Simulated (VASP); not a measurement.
# Si (a cell with a defect) in VASP: further runs, part 2 of 3

VASP 6.6.1. Earlier steps stand in the parts before.

### 3 Single point, PBE+D3(BJ), collinear spin

The input, INCAR:

```
SYSTEM = Si
PREC = Accurate
ENCUT = 520
EDIFF = 1E-7
ISMEAR = 0
SIGMA = 0.02
LREAL = Auto
LASPH = .TRUE.
NELM = 150
ALGO = Normal
ISIF = 2
LWAVE = .FALSE.
LCHARG = .FALSE.
ISPIN = 2
MAGMOM = 0 0 0 0 0 0 0 0 0 0 0 0 0 0 0 0 0 0 0 0 0 0 0 0 0 0 0 0 0 1 0 0 0 0 0 0 0 0 0 0 0 0 0 0 0 0 0 0 0 0 0 0 0 0 0 0 0 0 0 0 0 0 0
LORBIT = 11
GGA = PE
IVDW = 12
NELECT = 251.0
NBANDS = 167
LUSENCCL = .FALSE.
```

The input, KPOINTS:

```
regular mesh
0
G
  1 1 1
  0 0 0
```

The input, POSCAR:

```
Si
1.0
   10.8600000000      0.0000000000      0.0000000000
    0.0000000000     10.8600000000      0.0000000000
    0.0000000000      0.0000000000     10.8600000000
Si
63
Direct
    0.4927821229     -0.0032899441      0.0032899441
    0.6218710255      0.1215973626      0.1263055125
    0.7482344230      0.2494401204     -0.0007808406
    0.8761097587      0.3738902413      0.1260694209
    0.7494465386     -0.0010561936      0.2497991532
    0.8744935257      0.1244307072      0.3745554671
   -0.0017325175      0.0004557884     -0.0004557884
    0.1265909447      0.1234090553      0.1225406730
    0.2495442116      0.2517325175     -0.0004557884
    0.3752149501      0.3749259780      0.1252149501
    0.4997991532      0.5005534614      0.0010561936
    0.6243347420      0.6256652580      0.1257876296
    0.7494465386      0.7502008468      0.0010561936
    0.8750740220      0.8747850499      0.1252149501
    0.2532899441     -0.0032899441      0.2427821229
    0.3763055125      0.1215973626      0.3718710255
    0.5001938307      0.2502070005      0.2501938307
    0.6254582296      0.3750444422      0.3754582296
    0.7499130189      0.5000869811      0.2504287798
    0.8749555578      0.6245417704      0.3754582296
    0.4997991532     -0.0010561936      0.4994465386
    0.6245554671      0.1244307072      0.6244935257
    0.7500463926      0.2501636828      0.5000463926
    0.8753261178      0.3746738822      0.6253261178
    0.7482344230      0.0007808406      0.7505598796
    0.8737155304      0.1251744534      0.8748255466
    0.0005598796      0.5017655770     -0.0007808406
    0.1284026374      0.6281289745      0.1263055125
    0.2532899441      0.7572178771      0.0032899441
    0.4967848950      0.7532151050      0.2467848950
    0.0013117610      0.2486882390      0.2511009914
    0.1255692928      0.3755064743      0.3745554671
    0.2510561936      0.5005534614      0.2497991532
    0.3757876296      0.6256652580      0.3743347420
    0.6243347420      0.8742123704      0.3743347420
    0.0005598796      0.0007808406      0.4982344230
    0.1248255466      0.1251744534      0.6237155304
    0.2492191594      0.2494401204      0.4982344230
    0.3760694209      0.3738902413      0.6261097587
    0.5004287798      0.5000869811      0.4999130189
    0.6254582296      0.6245417704      0.6249555578
    0.7499130189      0.7495712202      0.4999130189
    0.8761097587      0.8739305791      0.6261097587
    0.2495442116      0.0004557884      0.7482674825
    0.3725406730      0.1234090553      0.8765909447
    0.5011009914      0.2486882390      0.7513117610
    0.6245554671      0.3755064743      0.8755692928
    0.7500463926      0.4999536074      0.7498363172
    0.8744935257      0.6254445329      0.8755692928
   -0.0002070005      0.7498061693      0.2501938307
    0.1284026374      0.8736944875      0.3718710255
   -0.0001636828      0.4999536074      0.5000463926
    0.1255692928      0.6254445329      0.6244935257
    0.2510561936      0.7502008468      0.4994465386
    0.3752149501      0.8747850499      0.6250740220
   -0.0001548178      0.2501548178      0.7498451822
    0.1248255466      0.3762844696      0.8748255466
    0.2492191594      0.5017655770      0.7505598796
    0.3763055125      0.6281289745      0.8784026374
    0.5001938307      0.7498061693      0.7497929995
    0.6218710255      0.8736944875      0.8784026374
    0.0013117610      0.7488990086      0.7513117610
    0.1265909447      0.8774593270      0.8765909447
```

Potentials or basis: VASP PAW PBE potentials, release 64 (Si).

Launch:

```sh
$ cat potpaw_PBE.64/Si/POTCAR > POTCAR
$ mpirun -np 1 vasp_gam > vasp.out
```

It took 2.1 min on 1 × NVIDIA H100 80GB with 1 thread of AMD EPYC 7R13 (Zen 3), shared host; peak memory 1.9 GiB.

The run converged. Its results:

| Item | Value |
| --- | --- |
| Free energy | -358.2080 eV |
| Largest force | 0.017 eV/Å |
| Net moment | 1.00 μB per cell |
| Site moments | Si +0.02, -0.00, +0.00, +0.01, +0.17 (each value once) μB |
| Valence electrons inside the program's atomic spheres | Si 1.62, 1.68, 1.70, 1.69, 1.65 (each value once) |
| Dispersion energy per atom | -0.317 eV |

Forces on the atoms (eV/Å):
```
Si   0.001  0.003 -0.003
Si   0.000  0.003  0.001
Si   0.003 -0.003  0.003
Si  -0.001  0.001 -0.003
Si   0.001 -0.002  0.000
Si  -0.002  0.002 -0.004
Si   0.007  0.001 -0.001
Si   0.003 -0.003  0.002
Si  -0.001 -0.007 -0.001
Si  -0.002  0.000 -0.002
Si   0.000 -0.001  0.002
Si  -0.006  0.006  0.004
Si   0.001  0.000  0.002
Si   0.000  0.002 -0.002
Si  -0.003  0.003  0.001
Si   0.001  0.003  0.000
Si   0.004  0.002  0.004
Si  -0.008  0.003 -0.008
Si   0.001 -0.001  0.004
Si  -0.003  0.008 -0.008
Si   0.000 -0.002  0.001
Si  -0.004  0.002 -0.002
Si   0.003  0.008  0.003
Si  -0.002  0.002 -0.002
Si   0.003 -0.003  0.003
Si  -0.001  0.001 -0.001
Si   0.003 -0.003  0.003
Si  -0.003  0.000  0.001
Si  -0.003 -0.001 -0.003
Si   0.010 -0.010  0.010
Si   0.000  0.000  0.007
Si  -0.002  0.002 -0.004
Si   0.002 -0.001  0.000
Si   0.004  0.006 -0.006
Si  -0.006 -0.004 -0.006
Si   0.003 -0.003  0.003
Si  -0.001  0.001 -0.001
Si   0.003 -0.003  0.003
Si  -0.003  0.001 -0.001
Si   0.004 -0.001  0.001
Si  -0.008  0.008 -0.003
Si   0.001 -0.004  0.001
Si  -0.001  0.003 -0.001
Si  -0.001  0.001  0.007
Si   0.002 -0.003  0.003
Si   0.007  0.000  0.000
Si  -0.004  0.002 -0.002
Si   0.003 -0.003 -0.008
Si  -0.002  0.004 -0.002
Si  -0.002 -0.004  0.004
Si  -0.003 -0.001  0.000
Si  -0.008 -0.003  0.003
Si  -0.002  0.004 -0.002
Si   0.002  0.000  0.001
Si  -0.002  0.002  0.000
Si   0.001 -0.001  0.001
Si  -0.001  0.001 -0.001
Si   0.003 -0.003  0.003
Si   0.001  0.000 -0.003
Si   0.004 -0.004 -0.002
Si   0.000 -0.001 -0.003
Si   0.000 -0.007  0.000
Si   0.003 -0.002  0.003
```

Levels at points of the mesh, in eV from the Fermi level:
Spin up:
```
           k point  band 122  band 123  band 124  band 125  band 126  band 127  band 128  band 129  band 130  band 131
(0.00, 0.00, 0.00)     -1.67     -0.86     -0.81     -0.81     -0.05      0.06      0.06      0.25      0.25      0.28
```
Spin down:
| k point | band 123 | band 124 | band 125 | band 126 | band 127 | band 128 |
| --- | --- | --- | --- | --- | --- | --- |
| (0.00, 0.00, 0.00) | -0.80 | -0.80 | -0.76 | 0.09 | 0.09 | 0.22 |

Caveat: the k points lie up to 0.58 Å⁻¹ apart; the cell carries a net charge on a neutralising background, which shifts energy and pressure; the cell is charged against a uniform background, so pressure and absolute levels hang on convention.

### 4 Single point, PBE+D3(BJ), collinear spin

The input, INCAR:

```
SYSTEM = Si
PREC = Accurate
ENCUT = 520
EDIFF = 1E-6
ISMEAR = 0
SIGMA = 0.02
LREAL = Auto
LASPH = .True.
NELM = 150
ALGO = Normal
ISIF = 2
LWAVE = .False.
LCHARG = .False.
ISPIN = 2
MAGMOM = 0 0 0 0 0 0 0 0 0 0 0 0.13 0 0 0 0 0 0 0 0 0 0 0 0 0 0 0 0 0 0 0 0 0 0 0.11 0 0 0 0 0 0 0 0 0 0 0 0 0 0 0 0 0 0 0 0 0 0 0 0 0 0 0 0
LORBIT = 11
GGA = PE
IVDW = 12
NBANDS = 167
NELECT = 251.0
LUSENCCL = .False.
```

The input, KPOINTS:

```
Automatic mesh
0
Gamma
  1 1 1
  0 0 0
```

The input, POSCAR:

```
Si
1.0
   10.8600000000      0.0000000000      0.0000000000
    0.0000000000     10.8600000000      0.0000000000
    0.0000000000      0.0000000000     10.8600000000
Si
63
Direct
    0.5018155617     -0.0015701657      0.0016383978
    0.6252649171      0.1255534070      0.1251055249
    0.7504982505      0.2503116943     -0.0001903315
    0.8739902394      0.3761298343      0.1243033149
    0.7467791897     -0.0024445672      0.2498279006
    0.8735029466      0.1247822284      0.3748967772
   -0.0009895948     -0.0004338858      0.0007121547
    0.1258940147      0.1236794659      0.1237446593
    0.2498698895      0.2503155617     -0.0000271639
    0.3753220074      0.3750062615      0.1243354512
    0.4996165746      0.5003671271     -0.0006593923
    0.6178071823      0.6282276243      0.1270962247
    0.7475633517      0.7501594843      0.0018399632
    0.8734937385      0.8743940147      0.1257617864
    0.2531572744     -0.0019957643      0.2517940147
    0.3751698895      0.1265015654      0.3751089319
    0.5001587477      0.2505651013      0.2495628913
    0.6253206262      0.3755627072      0.3739796501
    0.7474514733      0.5028545120      0.2491550645
    0.8734741252      0.6266114180      0.3734282689
    0.4992959484      0.0004179558      0.4995787293
    0.6261834254      0.1251258748      0.6242903315
    0.7503725599      0.2507993554      0.4994581952
    0.8751031308      0.3755709945      0.6247355433
    0.7504260589      0.0002648250      0.7498606814
    0.8750549724      0.1255107735      0.8747137201
   -0.0005972376      0.5005946593     -0.0003416206
    0.1244194291      0.6254881215      0.1245958564
    0.2532731123      0.7484672192      0.0022013812
    0.3784321363      0.8721697053      0.1283082873
    0.0012404236      0.2503234807      0.2494984346
    0.1256699816      0.3774402394      0.3754985267
    0.2533398711      0.5033185083      0.2478208103
    0.3786036832      0.6293000000      0.3717831492
    0.6163495396      0.8718496317      0.3713394107
   -0.0007533149      0.0005646409      0.4995171271
    0.1243306630      0.1255151934      0.6246480663
    0.2496740331      0.2510282689      0.4994329650
    0.3736023941      0.3762220074      0.6239478821
    0.5020965009      0.5025795580      0.4976840700
    0.6254627993      0.6259889503      0.6248655617
    0.7470830571      0.7506917127      0.4969669429
    0.8737778085      0.8758598527      0.6239084715
    0.2495084715      0.0003230203      0.7502773481
    0.3734659300      0.1248966851      0.8753897790
    0.5013893186      0.2502667587      0.7494569061
    0.6259941989      0.3754650092      0.8748354512
    0.7503634438      0.5004656538      0.7496053407
    0.8738928177      0.6251662063      0.8752020258
    0.0000058932      0.7504839779      0.2496060773
    0.1242550645      0.8755478821      0.3747695212
   -0.0010711786      0.5015340700      0.4986196133
    0.1257591160      0.6244819521      0.6228876611
    0.2530087477      0.7525983425      0.4974618785
    0.3750975138      0.8760744936      0.6257730203
    0.0003053407      0.2505417127      0.7497362799
    0.1244302026      0.3756108656      0.8748226519
    0.2498079190      0.5006258748      0.7493265193
    0.3752505525      0.6250559853      0.8738604972
    0.5001566298      0.7504898711      0.7496927256
    0.6253139042      0.8749360958      0.8746370166
    0.0012091160      0.7503207182      0.7495040516
    0.1255792818      0.8762860037      0.8766222836
```

Potentials or basis: VASP PAW PBE potentials, release 64 (Si).

Launch:

```sh
$ cat potpaw_PBE.64/Si/POTCAR > POTCAR
$ mpirun -np 1 vasp_gam > vasp.out
```

OUTCAR:

```text
SYSTEM = Si
   PREC = Accurate
   ENCUT = 520
   EDIFF = 1E-6
   ISMEAR = 0
   LREAL = Auto
   LASPH = .True.
   NELM = 150
   ISIF = 2
   ISPIN = 2
   LORBIT = 11
   GGA = PE
   IVDW = 12
   NELECT = 251.0
 IVDW          = 12

 ion  position               nearest neighbor table
   1  0.502  0.998  0.002-  61 2.35   2 2.35  30 2.36  45 2.39
   2  0.625  0.126  0.125-   1 2.35   5 2.35  17 2.35   3 2.35
   3  0.750  0.250  1.000-   4 2.34  26 2.35  47 2.35   2 2.35
   4  0.874  0.376  0.124-   3 2.34  27 2.35  19 2.37  31 2.37
   5  0.747  0.998  0.250-  14 2.34   2 2.35  35 2.37   6 2.38
   6  0.874  0.125  0.375-  23 2.34  36 2.35  31 2.37   5 2.38
   7  0.999  1.000  0.001-  63 2.34   8 2.35  14 2.36  26 2.36
   8  0.126  0.124  0.124-   7 2.35   9 2.35  31 2.36  15 2.39
[... 676 lines left out ...]
      8.11002     10.83345      2.71313        -0.004409     -0.001675      0.003182
      9.48624      1.35514      4.07138         0.001181     -0.001353      0.000750
[... 55 lines left out ...]
      0.01313      8.14848      8.13961         0.000314     -0.004700     -0.002949
      1.36379      9.51647      9.52012         0.002980      0.002375     -0.000013
 -----------------------------------------------------------------------------------
    total drift:                               -0.012381      0.041693     -0.026676

  FREE ENERGIE OF THE ION-ELECTRON SYSTEM (eV)
  ---------------------------------------------------
  free  energy   TOTEN  =      -358.2064116698 eV

  energy  without entropy=     -358.2063676375  energy(sigma->0) =     -358.20638965

 total charge

# of ion       s       p       d       tot
------------------------------------------
    1        0.742   0.941   0.000   1.683
    2        0.739   0.959   0.000   1.698
    3        0.738   0.958   0.000   1.696
    4        0.744   0.941   0.000   1.685
    5        0.742   0.938   0.000   1.680
    6        0.744   0.939   0.000   1.683
[... 55 lines left out ...]
   62        0.748   0.931   0.000   1.679
   63        0.745   0.937   0.000   1.682
--------------------------------------------------
tot         46.825  59.431   0.000 106.256

 magnetization (x)

# of ion       s       p       d       tot
------------------------------------------
    1        0.000   0.001   0.000   0.001
    2        0.001  -0.000   0.000   0.001
    3       -0.000   0.000   0.000   0.000
    4        0.001   0.008   0.000   0.009
    5       -0.000   0.001   0.000   0.001
    6        0.001   0.006   0.000   0.007
[... 55 lines left out ...]
   62       -0.000   0.004   0.000   0.004
   63        0.000   0.001   0.000   0.001
--------------------------------------------------
tot          0.071   0.315   0.000   0.386
```

stdout:

```text
Offloading initialized ...    1 GPUs detected
 POSCAR found type information on POSCAR Si
 POSCAR found :  1 types and      63 ions
 scaLAPACK will be used selectively (only on CPU)
 LDA part: xc-table for (Slater+PW92), standard interpolation
 POSCAR, INCAR and KPOINTS ok, starting setup
 FFT: planning ... GRIDC
 FFT: planning ... GRID_SOFT
 FFT: planning ... GRID
 WAVECAR not read
 entering main loop
 the old and the new charge density differ
 old charge density:   252.00000 new  251.00000
    0.275E+01
```

It took 1.8 min on 1 × NVIDIA H100 80GB with 1 thread of AMD EPYC 7R13 (Zen 3), shared host; peak memory 1.9 GiB.

What came out:

```
Free energy                                           : -358.2064 eV
Largest force                                         : 0.017 eV/Å
Net moment                                            : 1.00 μB per cell
Site moments                                          : Si +0.00, +0.01, -0.00, +0.02, +0.13, +0.11 (each value once) μB
Valence electrons inside the program's atomic spheres : Si 1.68, 1.70, 1.69, 1.64, 1.62, 1.63 (each value once)
Dispersion energy per atom                            : -0.317 eV
```

Forces in eV/Å, atoms in the order of the input:
```
Si   0.006 -0.003  0.001
Si   0.001 -0.004 -0.002
Si  -0.001  0.002 -0.002
Si  -0.001 -0.001  0.008
Si  -0.004 -0.002  0.003
Si   0.001 -0.001  0.001
Si   0.002 -0.006  0.000
Si   0.003 -0.003  0.007
Si  -0.003 -0.001  0.001
Si  -0.002 -0.003  0.001
Si  -0.003 -0.006  0.001
Si   0.002  0.000 -0.001
Si   0.000  0.001  0.000
Si   0.002 -0.001  0.000
Si  -0.002  0.001  0.000
Si  -0.002  0.002  0.002
Si   0.001  0.001  0.005
Si   0.002 -0.002  0.003
Si   0.000  0.000  0.001
Si   0.000  0.000  0.004
Si  -0.007 -0.007 -0.002
Si   0.001  0.000 -0.003
Si   0.000 -0.005  0.001
Si  -0.005 -0.003 -0.003
Si   0.002  0.005 -0.006
Si   0.002 -0.004  0.000
Si   0.001 -0.002 -0.001
Si   0.000 -0.002  0.003
Si   0.000 -0.002  0.000
Si   0.003  0.012 -0.002
Si  -0.002 -0.003 -0.001
Si   0.001 -0.001  0.001
Si   0.004 -0.002 -0.005
Si  -0.014  0.006  0.001
Si   0.003  0.011  0.012
Si  -0.002 -0.005  0.000
Si   0.001  0.001 -0.005
Si   0.000  0.000  0.003
Si   0.000  0.004  0.001
Si   0.001 -0.004 -0.003
Si  -0.002  0.002  0.000
Si  -0.005 -0.003 -0.008
Si  -0.001  0.004  0.002
Si   0.003  0.002  0.001
Si  -0.003  0.000  0.004
Si   0.001 -0.008 -0.002
Si  -0.005  0.002 -0.003
Si   0.008  0.001  0.002
Si  -0.001  0.004  0.001
Si   0.003  0.007  0.001
Si  -0.002  0.004  0.002
Si   0.005 -0.003  0.000
Si   0.001  0.005 -0.003
Si   0.002  0.004  0.000
Si  -0.002  0.005  0.000
Si   0.004 -0.003 -0.005
Si  -0.001 -0.002 -0.002
Si  -0.002 -0.001 -0.005
Si   0.002  0.003 -0.004
Si   0.003  0.004 -0.004
Si  -0.005  0.002  0.004
Si   0.000 -0.005 -0.003
Si   0.003  0.002  0.000
```

Caveat: the k points lie up to 0.58 Å⁻¹ apart; the cell carries a net charge on a neutralising background, which shifts energy and pressure; the cell is charged against a uniform background, so pressure and absolute levels hang on convention.

(Continued in part 3 of 3.)
